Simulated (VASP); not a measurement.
# Te2As3 (P4mm) in VASP: relaxation of cell and atoms with PBE

Aim: the relaxation of cell and atoms of Te2As3 with PBE.

Program: VASP 6.6.1. These are calculated values, not measurements. Logs are shortened: lines on timing, memory, paths and dates and some standing lists are left out, and cuts for length are marked.

**1. The cell of the first run**

The structure is tetragonal, space group P4mm (No. 99). Conventional cell: a = 4.129 Å, b = 4.129 Å, c = 8.391 Å, α = 90.00°, β = 90.00°, γ = 90.00°. Te (site symmetry 4mm) has 8 Te at 3.04 to 4.13 Å and 5 As at 3.57 to 3.86 Å within 4.2 Å. Te (site symmetry 4mm) has 8 Te at 3.04 to 4.13 Å and 8 As at 4.20 to 4.29 Å within 4.3 Å. Within 3.6 Å of As (site symmetry 2mm) lie 6 As at 2.62 to 2.92 Å and 2 Te at 3.57 Å. As (site symmetry 4mm) has 4 As at 2.62 Å within 3.5 Å.

The cell was generated, and may not be a known phase.

**2. Relaxation of cell and atoms, PBE**

The input, INCAR:

```
  ALGO = Fast
  EDIFF = 1E-7
  EDIFFG = -0.01
  ENCUT = 600
  GGA = PE
  IBRION = 2
  ISIF = 3
  ISMEAR = 0
  LASPH = True
  LCHARG = False
  LREAL = False
  LWAVE = False
  NELM = 100
  NSW = 100
  PREC = Accurate
  SIGMA = 0.1
```

The input, KPOINTS:

```
k-points
0
Gamma
  10 10 6
```

The input, POSCAR:

```
Te2As3
1.0
    4.1289150298      0.0000000000      0.0000000000
    0.0000000000      4.1289150298      0.0000000000
    0.0000000000      0.0000000000      8.3914832392
Te As
2 3
Direct
    0.0000000000      0.0000000000      0.6272369694
    0.5000000000      0.5000000000      0.5264842239
    0.5000000000      0.0000000000      0.9744583585
    0.0000000000      0.5000000000      0.9744583585
    0.0000000000      0.0000000000      0.1673620099
```

Potentials or basis: VASP PAW PBE potentials, release 64 (Te, As).

The run is started by

```bash
$ cat potpaw_PBE.64/Te/POTCAR potpaw_PBE.64/As/POTCAR > POTCAR
$ mpirun -np 1 vasp_std > vasp.out
```

OUTCAR:

```text
EDIFF = 1E-7
   EDIFFG = -0.01
   ENCUT = 600
   GGA = PE
   IBRION = 2
   ISIF = 3
   ISMEAR = 0
   LASPH = True
   LREAL = False
   NELM = 100
   NSW = 100
   PREC = Accurate

 ion  position               nearest neighbor table
   1  0.000  0.000  0.627-   2 3.04   2 3.04   2 3.04   2 3.04
   2  0.500  0.500  0.526-   1 3.04   1 3.04   1 3.04   1 3.04
   3  0.500  0.000  0.974-   5 2.62   5 2.62   4 2.92   4 2.92   4 2.92   4 2.92
   4  0.000  0.500  0.974-   5 2.62   5 2.62   3 2.92   3 2.92   3 2.92   3 2.92
   5  0.000  0.000  0.167-   3 2.62   4 2.62   4 2.62   3 2.62

  LATTYP: Found a simple tetragonal cell.
 ALAT       =     4.1289150298
 C/A-ratio  =     2.0323700485

  Lattice vectors:

 A1 = (   4.1289150298,   0.0000000000,   0.0000000000)
 A2 = (   0.0000000000,   4.1289150298,   0.0000000000)
 A3 = (   0.0000000000,   0.0000000000,   8.3914832392)

Analysis of symmetry for initial positions (statically):
=====================================================================
 Subroutine PRICEL returns:
 Original cell was already a primitive cell.

 Routine SETGRP: Setting up the symmetry group for a
 simple tetragonal supercell.

 Subroutine GETGRP returns: Found  8 space group operations
 (whereof  8 operations were pure point group operations)
 out of a pool of 16 trial point group operations.

The static configuration has the point symmetry C_4v.

Analysis of symmetry for dynamics (positions and initial velocities):
=====================================================================
 Subroutine PRICEL returns:
 Original cell was already a primitive cell.

 Routine SETGRP: Setting up the symmetry group for a
 simple tetragonal supercell.

 Subroutine GETGRP returns: Found  8 space group operations
 (whereof  8 operations were pure point group operations)
 out of a pool of 16 trial point group operations.

The dynamic configuration has the point symmetry C_4v.

 Subroutine INISYM returns: Found  8 space group operations
 (whereof  8 operations are pure point group operations),
 and found     1 'primitive' translations

----------------------------------------------------------------------------------------

                                     Primitive cell

  volume of cell :     143.0575

  direct lattice vectors                    reciprocal lattice vectors
     4.128915030  0.000000000  0.000000000     0.242194376  0.000000000  0.000000000
     0.000000000  4.128915030  0.000000000     0.000000000  0.242194376  0.000000000
     0.000000000  0.000000000  8.391483239     0.000000000  0.000000000  0.119168444

  length of vectors
     4.128915030  4.128915030  8.391483239     0.242194376  0.242194376  0.119168444

  position of ions in fractional coordinates (direct lattice)
     0.000000000  0.000000000  0.627236969
     0.500000000  0.500000000  0.526484224
     0.500000000  0.000000000  0.974458359
     0.000000000  0.500000000  0.974458359
     0.000000000  0.000000000  0.167362010

  ion indices of the primitive-cell ions
   primitive index   ion index
                 1           1
                 2           2
                 3           3
                 4           4
                 5           5

----------------------------------------------------------------------------------------

 KPOINTS: k-points

Automatic generation of k-mesh.
 Grid dimensions read from file:
 generate k-points for:   10   10    6

 Generating k-lattice:

  Cartesian coordinates                     Fractional coordinates (reciprocal lattice)
     0.024219438  0.000000000  0.000000000     0.100000000  0.000000000  0.000000000
     0.000000000  0.024219438  0.000000000     0.000000000  0.100000000  0.000000000
     0.000000000  0.000000000  0.019861407     0.000000000  0.000000000  0.166666667

  Length of vectors
     0.024219438  0.024219438  0.019861407

  Shift w.r.t. Gamma in fractional coordinates (k-lattice)
     0.000000000  0.000000000  0.000000000

 Subroutine IBZKPT returns following result:
 ===========================================

 Found     84 irreducible k-points:

 Following reciprocal coordinates:
            Coordinates               Weight
  0.000000  0.000000  0.000000      1.000000
  0.100000  0.000000  0.000000      4.000000
  0.200000  0.000000  0.000000      4.000000
  0.300000  0.000000  0.000000      4.000000
  0.400000  0.000000  0.000000      4.000000
  0.500000  0.000000  0.000000      2.000000
[... 16 lines left out ...]
  0.100000  0.000000  0.166667      8.000000
  0.200000  0.000000  0.166667      8.000000
 [... further k-points ...]
   k-points           NKPTS =     84   k-points in BZ     NKDIM =     84   number of bands    NBANDS=     17
   number of dos      NEDOS =    301   number of ions     NIONS =      5
   total plane-waves  NPLWV =  90720
   dimension x,y,z NGX =    36 NGY =   36 NGZ =   70
   dimension x,y,z NGXF=    72 NGYF=   72 NGZF=  140
   ions per type =               2   3
   NGX,Y,Z   is equivalent  to a cutoff of  14.49, 14.49, 13.87 a.u.
   NGXF,Y,Z  is equivalent  to a cutoff of  28.99, 28.99, 27.74 a.u.
 SYSTEM =  unknown system
   PREC   = accura    normal or accurate (medium, high low for compatibility)
   ISTART =      0    job   : 0-new  1-cont  2-samecut
   ICHARG =      2    charge: 1-file 2-atom 10-const
   ISPIN  =      1    spin polarized calculation?
   LNONCOLLINEAR =      F non collinear calculations
   LSORBIT =      F    spin-orbit coupling
   LASPH  =      T    aspherical Exc in radial PAW
   ENCUT  =  600.0 eV  44.10 Ry    6.64 a.u.   8.25  8.25 16.76*2*pi/ulx,y,z
   NELM   =    100;   NELMIN=  2; NELMDL= -5     # of ELM steps
   EDIFF  = 0.1E-06   stopping-criterion for ELM
   LREAL  =      F    real-space projection
   EDIFFG = -.1E-01   stopping-criterion for IOM
   NSW    =    100    number of steps for IOM
   IBRION =      2    ionic relax: 0-MD 1-quasi-New 2-CG
   NFREE  =      1    steps in history (QN), initial steepest desc. (CG)
   ISIF   =      3    stress and relaxation
   ISYM   =      2    0-nonsym 1-usesym 2-fastsym
   POTIM  = 0.5000    time-step for ionic-motion
   TEBEG  =    0.0;   TEEND  =   0.0 temperature during run
   PSTRESS=    0.0 pullay stress
   NELECT =      27.0000    total number of electrons
   NUPDOWN=      -1.0000    fix difference up-down
   EMIN   =  10.00;   EMAX   =-10.00  energy-range for DOS
   EFERMI =   0.00;   METHOD = LEGACY
   ISMEAR =     0;   SIGMA  =   0.10  broadening in eV -4-tet -1-fermi 0-gaus
   EFERMI_NEDOS =   21; number of points for ismear=-14 and -15
   IALGO  =     68    algorithm
   IMIX   =      4    mixing-type and parameters
     AMIX     =   0.40;   BMIX     =  1.00
     AMIX_MAG =   1.60;   BMIX_MAG =  1.00
  volume/ion in A,a.u.               =      28.61       193.08
  Fermi-wavevector in a.u.,A,eV,Ry     =   0.939058  1.774563 11.998032  0.881830
  Thomas-Fermi vector in A             =   2.066332
   LORBIT       =      0    0 simple, 1 ext, 2 COOP (PROOUT), +10 PAW based schemes
   GGA     = PE    functional components
   LHFCALC =     F    Hartree Fock is set to
   AEXX    =    0.0000 exact exchange contribution
   IVDW    =     0    specifies the selected vdW correction
   LEPSILON=     F    determine dielectric tensor
   LRPA    =     F    only Hartree local field effects (RPA)
 conjugate gradient relaxation of ions
 non-spin polarized calculation
 RMM-DIIS sequential band-by-band and
 Gauss-broadening in eV      SIGMA  =   0.10
  energy-cutoff  :      600.00
  volume of cell :      143.06
 maximum number of plane-waves:      4809
 NGX is ok and might be reduce to    36
   NGX = 17   NGY = 17   NGZ = 33

--------------------------------------- Ionic step        1  -------------------------------------------

 number of electron      26.9999999 magnetization

 Free energy of the ion-electron system (eV)
  ---------------------------------------------------
  ext. energy  EPLUGINS =         0.00000000
  ---------------------------------------------------
  free energy    TOTEN  =       -19.04542339 eV

  energy without entropy =      -19.03446929  energy(sigma->0) =      -19.03994634

------------------------ aborting loop because EDIFF is reached ----------------------------------------

  FORCE on cell =-STRESS in cart. coord.  units (eV):
  Direction    XX          YY          ZZ          XY          YZ          ZX
  --------------------------------------------------------------------------------------
  -------------------------------------------------------------------------------------
  Total        0.0572370      0.0572370      0.0836752      0.0000000      0.0000000      0.0000000
  in kB        0.6410275      0.6410275      0.9371228      0.0000000      0.0000000      0.0000000
  external PRESSURE =       0.7397260 kB  Pullay stress =       0.0000000 kB
[... 102 lines left out ...]
  energy  without entropy=      -19.0346010171  energy(sigma->0) =      -19.04007600

--------------------------------------- Ionic step        4  -------------------------------------------

 number of electron      26.9999999 magnetization

 Free energy of the ion-electron system (eV)
  ---------------------------------------------------
  ext. energy  EPLUGINS =         0.00000000
  ---------------------------------------------------
  free energy    TOTEN  =       -19.04557860 eV

  energy without entropy =      -19.03463260  energy(sigma->0) =      -19.04010560

 E-fermi :   4.8073     XC(G=0):  -9.1356

 val. band max:        4.8064155653   @ k =   0.3000   0.0000   0.1667
 cond. band min:       4.8104236370   @ k =   0.5000   0.0000   0.0000
 fundamental gap:      0.0040080717
 Fermi energy:         4.8073394954

 k-point     1 :       0.0000    0.0000    0.0000
  band No.  band energies     occupation
      1      -9.4089      2.00000
      2      -8.5238      2.00000
      3      -4.7086      2.00000
      4      -3.6558      2.00000
      5      -3.3037      2.00000
      6       0.4033      2.00000
[... 9 lines left out ...]
     16       5.4597      0.00000
     17       7.1801      0.00000
[... 443 lines left out ...]
      1      -9.1086      2.00000
      2      -8.2382      2.00000
      3      -4.8227      2.00000
      4      -4.5518      2.00000
      5      -3.8252      2.00000
      6       0.3930      2.00000
[... 9 lines left out ...]
     16       6.0834      0.00000
     17       6.2938      0.00000

 [... further k-points ...]
[... 5 lines left out ...]
  --------------------------------------------------------------------------------------
  -------------------------------------------------------------------------------------
  Total       -0.0041935     -0.0041935     -0.0053225      0.0000000      0.0000000      0.0000000
  in kB       -0.0469213     -0.0469213     -0.0595529      0.0000000      0.0000000      0.0000000
  external PRESSURE =      -0.0511319 kB  Pullay stress =       0.0000000 kB
[... 20 lines left out ...]
  FREE ENERGIE OF THE ION-ELECTRON SYSTEM (eV)
  ---------------------------------------------------
  free  energy   TOTEN  =       -19.0455786025 eV

  energy  without entropy=      -19.0346325986  energy(sigma->0) =      -19.04010560

 reached required accuracy - stopping structural energy minimisation
```

It took 15 min on 1 thread of AMD EPYC 9755, shared host; peak memory 0.44 GiB.

What came out:

- Free energy: -19.0456 eV
- Relaxed volume: 28.64 Å³/atom
- Relaxed cell: a = 4.129 Å, b = 4.129 Å, c = 8.397 Å, α = 90.00°, β = 90.00°, γ = 90.00°
- Space group after relaxing (to 0.1 Å): P4mm (No. 99)
- Energy gained by relaxing: 0.0 meV/atom
- Ionic steps: 4
- Pressure after relaxing: 0.0 GPa
- Largest force after relaxing: 0.006 eV/Å
- Band gap on the k mesh: zero (an odd number of electrons rules out a gap without spin polarisation)

Forces on the atoms (eV/Å):
```
Te   0.000  0.000 -0.002
Te   0.000  0.000  0.006
As   0.000  0.000 -0.003
As   0.000  0.000 -0.003
As   0.000  0.000  0.002
```

The path:
```
step  energy change (eV)  largest force (eV/Å)  pressure (GPa)  volume (Å³)
   1              0.0000                0.0519            0.07       143.06
   2             -0.0001                0.0110           -0.06       143.33
   3             -0.0001                0.0104           -0.03       143.27
   4             -0.0002                0.0055           -0.01       143.19
```

Final structure:
```cif
data_structure
_symmetry_space_group_name_H-M 'P 1'
_symmetry_Int_Tables_number 1
_cell_length_a 4.1294
_cell_length_b 4.1294
_cell_length_c 8.3972
_cell_angle_alpha 90.000
_cell_angle_beta 90.000
_cell_angle_gamma 90.000
_cell_volume 143.19
loop_
_atom_site_label
_atom_site_type_symbol
_atom_site_fract_x
_atom_site_fract_y
_atom_site_fract_z
_atom_site_occupancy
Te1 Te 0.00000 0.00000 0.62721 1
Te2 Te 0.50000 0.50000 0.52656 1
As1 As 0.50000 0.00000 0.97427 1
As2 As 0.00000 0.50000 0.97427 1
As3 As 0.00000 0.00000 0.16768 1
```

Levels at points of the mesh, in eV from the Fermi level:
```csv
k point,band 9,band 10,band 11,band 12,band 13,band 14,band 15,band 16,band 17
"(0.00, 0.00, 0.00)",-3.52,-3.10,-2.40,-0.35,0.38,0.39,0.65,0.65,2.37
"(0.50, 0.00, 0.00)",-2.13,-1.97,-1.45,-1.39,-1.10,-0.77,-0.40,0.00,0.59
"(0.50, 0.50, 0.00)",-4.82,-3.17,-3.17,-1.60,-1.32,1.66,2.06,2.06,2.89
"(0.00, 0.00, 0.50)",-3.60,-3.60,-1.35,-0.49,0.34,0.75,0.84,0.84,2.32
"(0.50, 0.00, 0.50)",-2.94,-2.37,-1.51,-1.36,-0.96,-0.80,-0.44,0.33,1.06
"(0.50, 0.50, 0.50)",-4.72,-2.92,-2.92,-2.21,-1.46,0.92,0.92,2.91,3.66
```

Caveat: spin-orbit coupling is left out, which moves the levels of the heavy elements; this functional lacks dispersion, which binds layers or chains, so the pressure and a relaxed spacing across them are unreliable.
